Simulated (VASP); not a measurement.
A run of VASP 6.6.1 is set up as follows.

Contents of POSCAR:

```
Ni
1.0
    0.0000000000      1.7447018648      1.7447018648
    1.7447018648      0.0000000000      1.7447018648
    1.7447018648      1.7447018648      0.0000000000
Ni
1
Direct
    0.0000000000      0.0000000000      0.0000000000
```

Contents of INCAR.step1:

```
SYSTEM = Ni
PREC = Accurate
ENCUT = 520
ISMEAR = -1
SIGMA = 0.1
LREAL = .False.
LASPH = .True.
NELM = 80
NBANDS = 11
GGA = PE
ALGO = Normal
EDIFF = 1E-4
LWAVE = .True.
LCHARG = .False.
```

INCAR.step2

```
SYSTEM = Ni
PREC = Accurate
ENCUT = 520
EDIFF = 1E-6
ISMEAR = -1
SIGMA = 0.1
LREAL = .False.
LASPH = .True.
NELM = 80
ALGO = Normal
ISIF = 2
LWAVE = .False.
LCHARG = .False.
METAGGA = R2SCAN
LMIXTAU = .True.
NBANDS = 11
ISTART = 1
```

KPOINTS

```
regular mesh
0
Gamma
  16 16 16
  0 0 0
```

Potentials or basis: VASP PAW PBE potentials, release 64 (Ni).

Command:

```console
$ cat potpaw_PBE.64/Ni/POTCAR > POTCAR
$ cp INCAR.step1 INCAR
$ mpirun -np 1 vasp_std > vasp.out
$ cp INCAR.step2 INCAR
$ mpirun -np 1 vasp_std > vasp.out
```

Predict the band gap on the k mesh.

zero (bands 5 and 6 overlap by 1.10 eV).

Predict the pressure.

-3.6 GPa.

Caveat: the cell stands under tension; the PAW data sets were made with another functional, which shifts forces and pressure a little; the run has no spin polarisation, though such a crystal can be magnetic. Spin polarisation is off, so any magnetic state and its effect on volume and gap are missing.
